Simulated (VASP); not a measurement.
# Li3SeF (P6/mmm) in VASP: single point with PBE

Aim: the single point of Li3SeF with PBE.

Program: VASP 6.6.1. These are calculated values, not measurements. Logs are shortened: lines on timing, memory, paths and dates and some standing lists are left out, and cuts for length are marked.

**1. The cell of the first run**

It takes space group P6/mmm (No. 191, hexagonal). Conventional cell: a = 5.096 Å, b = 5.096 Å, c = 4.704 Å, α = 90.00°, β = 90.00°, γ = 120.00°. Within 3.5 Å of Li (site symmetry mmm) lie 4 Li at 2.55 Å and 2 F at 2.55 Å and 4 Se at 3.47 Å. Within 3.1 Å of Se (site symmetry 6/mmm) lie 2 F at 2.35 Å. Within 3.1 Å of F (site symmetry 6/mmm) lie 2 Se at 2.35 Å and 6 Li at 2.55 Å.

**2. Single point, PBE**

File POSCAR:

```
Li3SeF
1.0
    5.0958474047      0.0000000000      0.0000000000
   -2.5479237024      4.4131333063      0.0000000000
    0.0000000000      0.0000000000      4.7040443984
Li Se F
3 1 1
Direct
    0.5000000000      0.0000000000      0.0000000000
    0.0000000000      0.5000000000      0.0000000000
    0.5000000000      0.5000000000      0.0000000000
    0.0000000000      0.0000000000      0.5000000000
    0.0000000000      0.0000000000      0.0000000000
```

File INCAR.step1:

```
  PREC = Accurate
  ENCUT = 520
  EDIFF = 1E-6
  ISMEAR = 0
  SIGMA = 0.1
  LREAL = F
  LASPH = T
  NELM = 60
  ALGO = Normal
  ISIF = 2
  LWAVE = F
  LCHARG = T
  GGA = PE
  NBANDS = 19
```

File KPOINTS.step1:

```
regular mesh
0
Gamma
  12 12 8
```

File INCAR.step2:

```
  PREC = Accurate
  ENCUT = 520
  EDIFF = 1E-6
  ISMEAR = -5
  SIGMA = 0.1
  LREAL = F
  LASPH = T
  NELM = 60
  ALGO = Normal
  ISIF = 2
  LWAVE = F
  LCHARG = F
  GGA = PE
  LORBIT = 11
  NEDOS = 1001
  ICHARG = 11
```

File KPOINTS.step2:

```
regular mesh
0
Gamma
  18 18 12
```

Potentials or basis: VASP PAW PBE potentials, release 64 (Li_sv, Se, F).

Command:

```
$ cat potpaw_PBE.64/Li_sv/POTCAR potpaw_PBE.64/Se/POTCAR potpaw_PBE.64/F/POTCAR > POTCAR
$ cp INCAR.step1 INCAR
$ cp KPOINTS.step1 KPOINTS
$ mpirun -np 1 vasp_std > vasp.out
$ cp INCAR.step2 INCAR
$ cp KPOINTS.step2 KPOINTS
$ mpirun -np 1 vasp_std > vasp.out
```

OUTCAR:

```text
PREC = Accurate
   ENCUT = 520
   EDIFF = 1E-6
   ISMEAR = -5
   LREAL = F
   LASPH = T
   NELM = 60
   ISIF = 2
   GGA = PE
   LORBIT = 11
   ICHARG = 11

 ion  position               nearest neighbor table
   1  0.500  0.000  0.000-   2 2.55   2 2.55   3 2.55   3 2.55
   2  0.000  0.500  0.000-   1 2.55   1 2.55   3 2.55   3 2.55
   3  0.500  0.500  0.000-   2 2.55   2 2.55   1 2.55   1 2.55
   4  0.000  0.000  0.500-
   5  0.000  0.000  0.000-

  LATTYP: Found a hexagonal cell.
 ALAT       =     5.0958474047
 C/A-ratio  =     0.9231132773

  Lattice vectors:

 A1 = (   5.0958474047,   0.0000000000,   0.0000000000)
 A2 = (  -2.5479237024,   4.4131333063,   0.0000000000)
 A3 = (   0.0000000000,   0.0000000000,   4.7040443984)

Analysis of symmetry for initial positions (statically):
=====================================================================
 Subroutine PRICEL returns:
 Original cell was already a primitive cell.

 Routine SETGRP: Setting up the symmetry group for a
 hexagonal supercell.

 Subroutine GETGRP returns: Found 24 space group operations
 (whereof 24 operations were pure point group operations)
 out of a pool of 24 trial point group operations.

The static configuration has the point symmetry D_6h.

Analysis of symmetry for dynamics (positions and initial velocities):
=====================================================================
 Subroutine PRICEL returns:
 Original cell was already a primitive cell.

 Routine SETGRP: Setting up the symmetry group for a
 hexagonal supercell.

 Subroutine GETGRP returns: Found 24 space group operations
 (whereof 24 operations were pure point group operations)
 out of a pool of 24 trial point group operations.

The dynamic configuration has the point symmetry D_6h.

 Subroutine INISYM returns: Found 24 space group operations
 (whereof 24 operations are pure point group operations),
 and found     1 'primitive' translations

----------------------------------------------------------------------------------------

                                     Primitive cell

  volume of cell :     105.7876

  direct lattice vectors                    reciprocal lattice vectors
     5.095847405  0.000000000  0.000000000     0.196238215  0.113298186  0.000000000
    -2.547923702  4.413133306  0.000000000     0.000000000  0.226596373  0.000000000
     0.000000000  0.000000000  4.704044398     0.000000000  0.000000000  0.212583028

  length of vectors
     5.095847405  5.095847405  4.704044398     0.226596373  0.226596373  0.212583028

  position of ions in fractional coordinates (direct lattice)
     0.500000000  0.000000000  0.000000000
     0.000000000  0.500000000  0.000000000
     0.500000000  0.500000000  0.000000000
     0.000000000  0.000000000  0.500000000
     0.000000000  0.000000000  0.000000000

  ion indices of the primitive-cell ions
   primitive index   ion index
                 1           1
                 2           2
                 3           3
                 4           4
                 5           5

----------------------------------------------------------------------------------------

 KPOINTS: regular mesh

Automatic generation of k-mesh.
 Grid dimensions read from file:
 generate k-points for:   18   18   12

 Generating k-lattice:

  Cartesian coordinates                     Fractional coordinates (reciprocal lattice)
     0.010902123  0.006294344  0.000000000     0.055555556  0.000000000  0.000000000
     0.000000000  0.012588687  0.000000000     0.000000000  0.055555556  0.000000000
     0.000000000  0.000000000  0.017715252     0.000000000  0.000000000  0.083333333

  Length of vectors
     0.012588687  0.012588687  0.017715252

  Shift w.r.t. Gamma in fractional coordinates (k-lattice)
     0.000000000  0.000000000  0.000000000

 TETIRR: Found   3954 inequivalent tetrahedra from    23328

 Subroutine IBZKPT returns following result:
 ===========================================

 Found    259 irreducible k-points:

 Following reciprocal coordinates:
            Coordinates               Weight
  0.000000  0.000000  0.000000      1.000000
  0.055556  0.000000  0.000000      6.000000
  0.111111  0.000000  0.000000      6.000000
  0.166667  0.000000  0.000000      6.000000
  0.222222  0.000000  0.000000      6.000000
  0.277778  0.000000  0.000000      6.000000
[... 16 lines left out ...]
  0.333333  0.111111  0.000000     12.000000
  0.388889  0.111111  0.000000     12.000000
 [... further k-points ...]
   k-points           NKPTS =    259   k-points in BZ     NKDIM =    259   number of bands    NBANDS=     15
   number of dos      NEDOS =   1001   number of ions     NIONS =      5
   total plane-waves  NPLWV =  57600
   dimension x,y,z NGX =    40 NGY =   40 NGZ =   36
   dimension x,y,z NGXF=    80 NGYF=   80 NGZF=   72
   ions per type =               3   1   1
   NGX,Y,Z   is equivalent  to a cutoff of  13.05, 13.05, 12.72 a.u.
   NGXF,Y,Z  is equivalent  to a cutoff of  26.10, 26.10, 25.45 a.u.
 SYSTEM =  unknown system
   PREC   = accura    normal or accurate (medium, high low for compatibility)
   ISTART =      0    job   : 0-new  1-cont  2-samecut
   ICHARG =     11    charge: 1-file 2-atom 10-const
   ISPIN  =      1    spin polarized calculation?
   LNONCOLLINEAR =      F non collinear calculations
   LSORBIT =      F    spin-orbit coupling
   LASPH  =      T    aspherical Exc in radial PAW
   ENCUT  =  520.0 eV  38.22 Ry    6.18 a.u.   9.47  9.47  8.75*2*pi/ulx,y,z
   NELM   =     60;   NELMIN=  2; NELMDL=  0     # of ELM steps
   EDIFF  = 0.1E-05   stopping-criterion for ELM
   LREAL  =      F    real-space projection
   EDIFFG = 0.1E-04   stopping-criterion for IOM
   NSW    =      0    number of steps for IOM
   IBRION =     -1    ionic relax: 0-MD 1-quasi-New 2-CG
   NFREE  =      0    steps in history (QN), initial steepest desc. (CG)
   ISIF   =      2    stress and relaxation
   ISYM   =      2    0-nonsym 1-usesym 2-fastsym
   POTIM  = 0.5000    time-step for ionic-motion
   TEBEG  =    0.0;   TEEND  =   0.0 temperature during run
   PSTRESS=    0.0 pullay stress
   NELECT =      22.0000    total number of electrons
   NUPDOWN=      -1.0000    fix difference up-down
   EMIN   =  10.00;   EMAX   =-10.00  energy-range for DOS
   EFERMI =   0.00;   METHOD = LEGACY
   ISMEAR =    -5;   SIGMA  =   0.10  broadening in eV -4-tet -1-fermi 0-gaus
   EFERMI_NEDOS =   21; number of points for ismear=-14 and -15
   IALGO  =     38    algorithm
   IMIX   =      4    mixing-type and parameters
     AMIX     =   0.40;   BMIX     =  1.00
     AMIX_MAG =   1.60;   BMIX_MAG =  1.00
  volume/ion in A,a.u.               =      21.16       142.78
  Fermi-wavevector in a.u.,A,eV,Ry     =   0.969923  1.832889 12.799700  0.940751
  Thomas-Fermi vector in A             =   2.100016
   LORBIT       =     11    0 simple, 1 ext, 2 COOP (PROOUT), +10 PAW based schemes
   GGA     = PE    functional components
   LHFCALC =     F    Hartree Fock is set to
   AEXX    =    0.0000 exact exchange contribution
   IVDW    =     0    specifies the selected vdW correction
   LEPSILON=     F    determine dielectric tensor
   LRPA    =     F    only Hartree local field effects (RPA)
 non-spin polarized calculation
 Fermi weights with tetrahedron method with Bloechl corrections
  energy-cutoff  :      520.00
  volume of cell :      105.79
 maximum number of plane-waves:      2880
 NGX is ok and might be reduce to    40

 number of electron      21.9999960 magnetization

 Free energy of the ion-electron system (eV)
  ---------------------------------------------------
  ext. energy  EPLUGINS =         0.00000000
  ---------------------------------------------------
  free energy    TOTEN  =       -12.80238253 eV

  energy without entropy =      -12.80238253  energy(sigma->0) =      -12.80238253

 E-fermi :   1.5293     XC(G=0):  -7.4323

 val. band max:        1.5720731419   @ k =   0.2222   0.2222   0.0833
 cond. band min:       1.4968425280   @ k =   0.0556   0.0556   0.2500
 fundamental gap:     -0.0752306139
 Fermi energy:         1.5292865137

 k-point     1 :       0.0000    0.0000    0.0000
  band No.  band energies     occupation
      1     -46.8702      2.00000
      2     -46.8105      2.00000
      3     -46.8105      2.00000
      4     -22.9046      2.00000
      5     -10.7391      2.00000
      6      -5.8578      2.00000
      7      -4.7848      2.00000
      8      -4.7848      2.00000
      9      -0.0040      2.00000
     10       0.1053      2.00000
     11       0.1053      2.00000
     12       1.6726      0.00000
     13       1.9522      0.00000
     14       5.2513      0.00000
     15       6.0395      0.00000
[... 397 lines left out ...]
 k-point    24 :       0.3889    0.1111    0.0000
  band No.  band energies     occupation
      1     -46.8503      2.00000
      2     -46.8305      2.00000
      3     -46.8106      2.00000
      4     -22.9071      2.00000
      5     -10.6824      2.00000
      6      -5.8233      2.00000
      7      -4.8626      2.00000
      8      -4.7774      2.00000
      9      -1.0307      2.00000
     10      -0.2621      2.00000
     11       1.1350      2.00000
     12       2.3567      0.00000
     13       2.4740      0.00000
     14       4.2277      0.00000
     15       4.2968      0.00000

 [... further k-points ...]

------------------------ aborting loop because EDIFF is reached ----------------------------------------

  FORCE on cell =-STRESS in cart. coord.  units (eV):
  Direction    XX          YY          ZZ          XY          YZ          ZX
  --------------------------------------------------------------------------------------
  -------------------------------------------------------------------------------------
  Total       -0.0185809     -0.0185809     -0.1561186      0.0000000      0.0000000      0.0000000
  in kB       -0.2814123     -0.2814123     -2.3644506      0.0000000      0.0000000      0.0000000
  external PRESSURE =      -0.9757584 kB  Pullay stress =       0.0000000 kB

 VOLUME and BASIS-vectors are now :
 -----------------------------------------------------------------------------
  energy-cutoff  :      520.00
  volume of cell :      105.79
      direct lattice vectors                 reciprocal lattice vectors
     5.095847405  0.000000000  0.000000000     0.196238215  0.113298186  0.000000000
    -2.547923702  4.413133306  0.000000000     0.000000000  0.226596373  0.000000000
     0.000000000  0.000000000  4.704044398     0.000000000  0.000000000  0.212583028

 POSITION                                       TOTAL-FORCE (eV/Angst)
 -----------------------------------------------------------------------------------
      2.54792      0.00000      0.00000        -0.000000      0.000000      0.000000
     -1.27396      2.20657      0.00000         0.000000      0.000000      0.000000
      1.27396      2.20657      0.00000         0.000000      0.000000      0.000000
      0.00000      0.00000      2.35202         0.000000      0.000000      0.000000
      0.00000      0.00000      0.00000         0.000000      0.000000      0.000000
 -----------------------------------------------------------------------------------
    total drift:                               -0.000000      0.000000     -0.000000

  FREE ENERGIE OF THE ION-ELECTRON SYSTEM (eV)
  ---------------------------------------------------
  free  energy   TOTEN  =       -12.8023825252 eV

  energy  without entropy=      -12.8023825252  energy(sigma->0) =      -12.80238253

 total charge

# of ion       s       p       d       tot
------------------------------------------
    1        2.026   0.032   0.000   2.058
    2        2.026   0.032   0.000   2.058
    3        2.026   0.032   0.000   2.058
    4        1.510   2.126   0.017   3.653
    5        1.769   4.243   0.000   6.012
--------------------------------------------------
tot          9.358   6.465   0.017  15.841
```

Run time: 2.9 min. Hardware: 1 thread of Intel Xeon 6975P-C (Granite Rapids), shared host; peak memory 0.54 GiB.

What came out:

```
Valence electrons inside the program's atomic spheres : Li 2.06; Se 3.65; F 6.01
```

Caveat: the cutoff is under 1.25 times the usual one of these potentials, so pressure, stress and relaxed cells hold a basis-set (Pulay) error; tetrahedron occupations give inexact forces and stress in metals.
